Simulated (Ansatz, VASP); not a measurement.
**CuI in VASP and in Ansatz**

```
Cu I
1.0
     4.05511    0.00000    0.00000
     0.00000    4.05511    0.00000
     0.00000    0.00000    6.34568
Cu I
2 2
Direct
  0.50000 0.50000 0.00000
  0.00000 0.00000 0.00000
  0.50000 0.00000 0.26671
  0.00000 0.50000 0.73329
```

Alike in both runs: task single point; functional r2SCAN; k mesh 6 × 6 × 4; no spin polarisation.

```csv
,VASP,Ansatz
version,VASP 6.6.1,Ansatz 0.2.0
potentials or method,"VASP PAW PBE potentials, release 64 (Cu, I)","plane waves, PAW"
plane-wave cutoff (eV),520,500
occupations,"gaussian, width 0.01 eV",fixed
valence electrons in the cell,36,72
```

VASP gave:

```
gap on the k mesh at the Fermi level (eV) : 2.07
pressure (GPa)                            : 1.1
rms of the force components (eV/Å)        : 0.002
```

Which values does Ansatz return?

gap on the k mesh at the Fermi level (eV): 2.08; pressure (GPa): 1.1; rms of the force components (eV/Å): 0.005.

VASP's potentials were made for PBE, not for r2SCAN. Atom by atom the forces differ by 0.003 eV/Å (rms over components). VASP's potentials hold 36 valence electrons a cell and Ansatz's 72, so a difference there can come from the potentials and not from the codes.

Spin-orbit coupling is off throughout.
